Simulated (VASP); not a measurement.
The system is SiC.

```
CELL_PARAMETERS angstrom
2.57651 0.00000 0.00000
0.00000 3.35747 0.00000
0.00000 0.00000 4.94116
ATOMIC_POSITIONS crystal
C 0.75000 0.00000 0.91255
C 0.25000 0.00000 0.08745
Si 0.25000 0.50000 0.29243
Si 0.75000 0.50000 0.70757
```

Base run:

```yaml
Program: VASP 6.6.1
Functional: PBE
Potentials_or_basis: VASP PAW PBE potentials, release 64 (C, Si)
Cutoff: 520 eV
k_mesh: 10 × 8 × 6
Occupations: fermi-dirac, width 0.02 eV
Spin: no spin polarisation
```

Its results: band gap on the k mesh zero (bands 8 and 9 overlap by 3.82 eV); pressure 2.1 GPa; largest force 0.132 eV/Å.

Task: The run is repeated on the same cell with these changes: functional from PBE to r2SCAN. What comes out?

Result: Band gap on the k mesh zero (bands 8 and 9 overlap by 4.00 eV); pressure 0.0 GPa; largest force 0.098 eV/Å.

Caveats: the PAW data sets were made with another functional, which shifts forces and pressure a little (at least some runs).
